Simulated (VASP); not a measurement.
Write the native input for VASP 6.6.1 that does the following.

| Property | Result |
| --- | --- |
| Task | single point |
| Functional | PBE |
| Potentials or basis | VASP PAW PBE potentials, release 64 (Co) |
| Cutoff | 520 eV |
| k mesh | 18 × 18 × 18 |
| Occupations | fermi-dirac, width 0.05 eV |
| Spin | collinear spin, ferromagnetic start |
| Starting moments | [1.826] μB |
| Dipole correction | no |
| Further INCAR settings | ALGO = Normal; EDIFF = 1e-06; NBANDS = 14 |

The structure of Co lies in POSCAR:

```
Co
1.0
   -1.3471899782      1.3471899782      1.3471899782
    1.3471899782     -1.3471899782      1.3471899782
    1.3471899782      1.3471899782     -1.3471899782
Co
1
Direct
    0.0000000000      0.0000000000      0.0000000000
```

This isn't the form of Co at room conditions, which is hcp.

The input as run:

INCAR

```
SYSTEM = Co
PREC = Accurate ; ENCUT = 520
EDIFF = 1E-6 ; ISMEAR = -1
SIGMA = 0.05 ; LREAL = .FALSE.
LASPH = .TRUE. ; NELM = 150
ALGO = Normal ; ISIF = 2
LWAVE = .FALSE. ; LCHARG = .FALSE.
ISPIN = 2 ; MAGMOM = 1.826
LORBIT = 11 ; LMAXMIX = 4
GGA = PE ; NBANDS = 14
```

KPOINTS

```
Automatic mesh
0
G
  18 18 18
  0 0 0
```

Potentials or basis: VASP PAW PBE potentials, release 64 (Co).

Launch:

```bash
$ cat potpaw_PBE.64/Co/POTCAR > POTCAR
$ mpirun -np 1 vasp_std > vasp.out
```

Results of the run:

```yaml
Pressure: 33.5 GPa
Net_moment: 1.66 μB per cell
Site_moments: Co +1.66 μB
Valence_electrons_inside_the_program's_atomic_spheres: Co 8.49
```

Caveat: the cell stands under pressure.

Wall time 100 s on 1 thread of Intel Xeon 8259CL, with other jobs on the host, peak memory 0.16 GiB.
